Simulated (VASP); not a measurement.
# CaSe (I4/mmm) in VASP: a series of runs, part 2 of 2

VASP 6.6.1. Earlier steps stand in the parts before.

## 4. Single point, HSE06 (uniaxial x strain -1.3%)

Contents of POSCAR:

```
CaSe
1.0
    0.0000000000      2.9675351259      2.9675351259
    2.9277701552      0.0000000000      2.9675351259
    2.9277701552      2.9675351259      0.0000000000
Ca Se
1 1
Direct
    0.0000000000      0.0000000000      0.0000000000
    0.5000000000      0.5000000000      0.5000000000
```

Contents of INCAR.step1:

```
SYSTEM = CaSe
PREC = Accurate ; ENCUT = 520
EDIFF = 1E-5 ; ISMEAR = 0
SIGMA = 0.01 ; LREAL = .FALSE.
LASPH = .TRUE. ; NELM = 100
ALGO = Normal ; ISIF = 2
LWAVE = .TRUE. ; LCHARG = .FALSE.
NBANDS = 15 ; GGA = PE
```

Contents of INCAR.step2:

```
SYSTEM = CaSe
PREC = Accurate ; ENCUT = 520
EDIFF = 1E-6 ; ISMEAR = 0
SIGMA = 0.01 ; LREAL = .FALSE.
LASPH = .TRUE. ; NELM = 100
ALGO = Normal ; ISIF = 2
LWAVE = .FALSE. ; LCHARG = .FALSE.
GGA = PE ; LHFCALC = .TRUE.
HFSCREEN = 0.2079 ; PRECFOCK = Normal
NBANDS = 15 ; ISTART = 1
```

Contents of KPOINTS:

```
Automatic mesh
0
G
  6 6 6
  0 0 0
```

Potentials or basis: VASP PAW PBE potentials, release 64 (Ca_sv, Se).

Command:

```console
$ cat potpaw_PBE.64/Ca_sv/POTCAR potpaw_PBE.64/Se/POTCAR > POTCAR
$ cp INCAR.step1 INCAR
$ mpirun -np 1 vasp_std > vasp.out
$ cp INCAR.step2 INCAR
$ mpirun -np 1 vasp_std > vasp.out
```

OUTCAR:

```text
SYSTEM = CaSe
   PREC = Accurate
   ENCUT = 520
   EDIFF = 1E-6
   ISMEAR = 0
   LREAL = .FALSE.
   LASPH = .TRUE.
   NELM = 100
   ISIF = 2
   GGA = PE
   LHFCALC = .TRUE.
   HFSCREEN = 0.2079
   PRECFOCK = Normal
   ISTART = 1

 ion  position               nearest neighbor table
   1  0.000  0.000  0.000-   2 2.93   2 2.93   2 2.97   2 2.97   2 2.97   2 2.97
   2  0.500  0.500  0.500-   1 2.93   1 2.93   1 2.97   1 2.97   1 2.97   1 2.97

  LATTYP: Found a body centered tetragonal cell.
[... 633 lines left out ...]

  FORCE on cell =-STRESS in cart. coord.  units (eV):
  Direction    XX          YY          ZZ          XY          YZ          ZX
  --------------------------------------------------------------------------------------
  -------------------------------------------------------------------------------------
  Total        0.6176716      0.1684761      0.1684761     -0.0000000      0.0000000      0.0000000
  in kB       19.1915267      5.2346816      5.2346816     -0.0000000      0.0000000      0.0000000
  external PRESSURE =       9.8869633 kB  Pullay stress =       0.0000000 kB

 VOLUME and BASIS-vectors are now :
 -----------------------------------------------------------------------------
  energy-cutoff  :      520.00
  volume of cell :       51.57
      direct lattice vectors                 reciprocal lattice vectors
     0.000000000  2.967535126  2.967535126    -0.170778433  0.168490002  0.168490002
     2.927770155  0.000000000  2.967535126     0.170778433 -0.168490002  0.168490002
     2.927770155  2.967535126  0.000000000     0.170778433  0.168490002 -0.168490002

 POSITION                                       TOTAL-FORCE (eV/Angst)
 -----------------------------------------------------------------------------------
      0.00000      0.00000      0.00000        -0.000000      0.000000      0.000000
      2.92777      2.96754      2.96754         0.000000      0.000000      0.000000
 -----------------------------------------------------------------------------------
    total drift:                               -0.000000      0.000000     -0.000000

  FREE ENERGIE OF THE ION-ELECTRON SYSTEM (eV)
  ---------------------------------------------------
  free  energy   TOTEN  =       -10.6834063753 eV

  energy  without entropy=      -10.6834063753  energy(sigma->0) =      -10.68340638
```

OUTCAR.step1:

```text
SYSTEM = CaSe
   PREC = Accurate
   ENCUT = 520
   EDIFF = 1E-5
   ISMEAR = 0
   LREAL = .FALSE.
   LASPH = .TRUE.
[... 654 lines left out ...]
      0.00000      0.00000      0.00000         0.000000      0.000000      0.000000
      2.92777      2.96754      2.96754         0.000000      0.000000     -0.000000
 -----------------------------------------------------------------------------------
    total drift:                                0.000000     -0.000000     -0.000000

  FREE ENERGIE OF THE ION-ELECTRON SYSTEM (eV)
  ---------------------------------------------------
  free  energy   TOTEN  =        -9.4763386075 eV

  energy  without entropy=       -9.4763386075  energy(sigma->0) =       -9.47633861
```

OSZICAR.step1:

```text
N       E                     dE             d eps       ncg     rms          rms(c)
DAV:   1     0.110160006519E+03    0.11016E+03   -0.73954E+03   900   0.987E+02
DAV:   2    -0.464291190032E+01   -0.11480E+03   -0.10935E+03  1110   0.251E+02
DAV:   3    -0.935925952932E+01   -0.47163E+01   -0.46722E+01  1246   0.475E+01
DAV:   4    -0.961642573466E+01   -0.25717E+00   -0.25709E+00  1260   0.911E+00
DAV:   5    -0.961796952246E+01   -0.15438E-02   -0.15437E-02  1196   0.771E-01    0.425E+00
DAV:   6    -0.948038135543E+01    0.13759E+00   -0.18168E-01  1075   0.226E+00    0.253E+00
DAV:   7    -0.947234899834E+01    0.80324E-02   -0.98484E-02  1158   0.199E+00    0.805E-01
DAV:   8    -0.947610341882E+01   -0.37544E-02   -0.11109E-02   956   0.816E-01    0.111E-01
DAV:   9    -0.947621325820E+01   -0.10984E-03   -0.59618E-04  1174   0.250E-01    0.457E-02
DAV:  10    -0.947632015578E+01   -0.10690E-03   -0.13876E-04   991   0.727E-02    0.162E-02
DAV:  11    -0.947633953421E+01   -0.19378E-04   -0.45388E-05  1089   0.598E-02    0.852E-03
DAV:  12    -0.947633860749E+01    0.92673E-06   -0.17446E-06   618   0.116E-02
   1 F= -.94763386E+01 E0= -.94763386E+01  d E =-.287235E-98
```

Wall time 59 min (1 thread of AMD EPYC 9R45 (Zen 5), shared host); peak memory 0.28 GiB.

What came out:

```
Free energy            : -10.6834 eV
Pressure               : 1.0 GPa
Band gap on the k mesh : 2.97 eV (least direct gap 3.98 eV)
```

Caveat: the cell differs from its parent crystal (uniaxial x strain -1.3%); the PAW data sets were made with another functional, which shifts forces and pressure a little. A k mesh can miss the band edges.

## 5. Single point, PBE (uniaxial x strain -1.3%)

Contents of INCAR:

```
ALGO = Normal
EDIFF = 1E-6
ENCUT = 520
GGA = PE
ISIF = 2
ISMEAR = -1
LASPH = True
LCHARG = False
LREAL = False
LWAVE = False
NBANDS = 15
NELM = 80
PREC = Accurate
SIGMA = 0.02
```

Contents of KPOINTS:

```
k-points
0
Gamma
  8 8 8
```

POSCAR is that of step 4.

Potentials or basis: VASP PAW PBE potentials, release 64 (Ca_sv, Se).

Command:

```console
$ cat potpaw_PBE.64/Ca_sv/POTCAR potpaw_PBE.64/Se/POTCAR > POTCAR
$ mpirun -np 1 vasp_std > vasp.out
```

OUTCAR:

```text
EDIFF = 1E-6
   ENCUT = 520
   GGA = PE
   ISIF = 2
   ISMEAR = -1
   LASPH = True
   LREAL = False
   NELM = 80
   PREC = Accurate

 ion  position               nearest neighbor table
   1  0.000  0.000  0.000-   2 2.93   2 2.93   2 2.97   2 2.97   2 2.97   2 2.97
   2  0.500  0.500  0.500-   1 2.93   1 2.93   1 2.97   1 2.97   1 2.97   1 2.97

  LATTYP: Found a body centered tetragonal cell.
 ALAT       =     4.1967284219
 C/A-ratio  =     1.3952631006

  Lattice vectors:

[... 618 lines left out ...]
------------------------ aborting loop because EDIFF is reached ----------------------------------------

  FORCE on cell =-STRESS in cart. coord.  units (eV):
  Direction    XX          YY          ZZ          XY          YZ          ZX
  --------------------------------------------------------------------------------------
  -------------------------------------------------------------------------------------
  Total        0.7634698      0.3274207      0.3274207      0.0000000      0.0000000     -0.0000000
  in kB       23.7215861     10.1732111     10.1732111      0.0000000      0.0000000     -0.0000000
  external PRESSURE =      14.6893361 kB  Pullay stress =       0.0000000 kB

 VOLUME and BASIS-vectors are now :
 -----------------------------------------------------------------------------
  energy-cutoff  :      520.00
  volume of cell :       51.57
      direct lattice vectors                 reciprocal lattice vectors
     0.000000000  2.967535126  2.967535126    -0.170778433  0.168490002  0.168490002
     2.927770155  0.000000000  2.967535126     0.170778433 -0.168490002  0.168490002
     2.927770155  2.967535126  0.000000000     0.170778433  0.168490002 -0.168490002

 POSITION                                       TOTAL-FORCE (eV/Angst)
 -----------------------------------------------------------------------------------
      0.00000      0.00000      0.00000         0.000000     -0.000000      0.000000
      2.92777      2.96754      2.96754         0.000000      0.000000     -0.000000
 -----------------------------------------------------------------------------------
    total drift:                                0.000000     -0.000000     -0.000000

  FREE ENERGIE OF THE ION-ELECTRON SYSTEM (eV)
  ---------------------------------------------------
  free  energy   TOTEN  =        -9.4772066508 eV

  energy  without entropy=       -9.4772066508  energy(sigma->0) =       -9.47720665
```

Run time: 48 s. Hardware: 1 thread of Intel Xeon 8259CL, shared host; peak memory 0.2 GiB.

What came out:

```
Free energy            : -9.4772 eV
Pressure               : 1.5 GPa
Band gap on the k mesh : 2.01 eV (least direct gap 2.92 eV)
```

Levels at points of the mesh, in eV from the valence-band top:
```csv
k point,band 4,band 5,band 6,band 7,band 8,band 9,band 10,band 11,band 12,band 13
"(0.00, 0.00, 0.00)",-20.73,-11.82,-0.01,-0.01,0.00,3.35,3.67,3.67,3.76,4.25
"(0.50, 0.00, 0.00)",-20.74,-11.11,-3.30,-1.21,-1.21,4.52,5.48,5.51,5.53,7.48
"(0.50, 0.50, 0.00)",-20.77,-11.24,-2.55,-0.94,-0.91,2.01,5.00,5.11,6.03,6.03
"(0.00, 0.50, 0.50)",-20.77,-11.22,-2.50,-0.97,-0.97,2.01,5.05,5.06,6.05,6.05
```

Caveat: the cell differs from its parent crystal (uniaxial x strain -1.3%). A k mesh can miss the band edges.

## 6. Overview

```csv
level,cell,k mesh,smearing,grid for exact exchange (PRECFOCK),share of exact exchange,screening parameter,gap on the mesh (eV),pressure (GPa)
HSE06,"a = 4.266, b = 4.266, c = 4.197 Å, angles 60.5, 60.5, 58.9°, 2 atoms",6 × 6 × 6,gaussian 0.01 eV,Normal,0.25,0.2079 1/Å,3.08,-1.2
r2SCAN,"a = 4.197, b = 4.169, c = 4.169 Å, angles 60.4, 59.8, 59.8°, 2 atoms",8 × 8 × 8,gaussian 0.01 eV,-,-,-,2.47,1.0
HSE06,"a = 4.197, b = 4.169, c = 4.169 Å, angles 60.4, 59.8, 59.8°, 2 atoms",6 × 6 × 6,gaussian 0.01 eV,Normal,0.25,0.2079 1/Å,2.97,1.0
PBE,"a = 4.197, b = 4.169, c = 4.169 Å, angles 60.4, 59.8, 59.8°, 2 atoms",8 × 8 × 8,fermi-dirac 0.02 eV,-,-,-,2.01,1.5
```

Alike in all rows: task single point; potentials or basis VASP PAW PBE potentials, release 64 (Ca_sv, Se); no spin polarisation; cutoff (eV) 520.

Caveats: the PAW data sets were made with another functional, which shifts forces and pressure a little (at least some runs).

Total energies depend on the potentials used, so only differences within one code and one set of settings carry meaning.
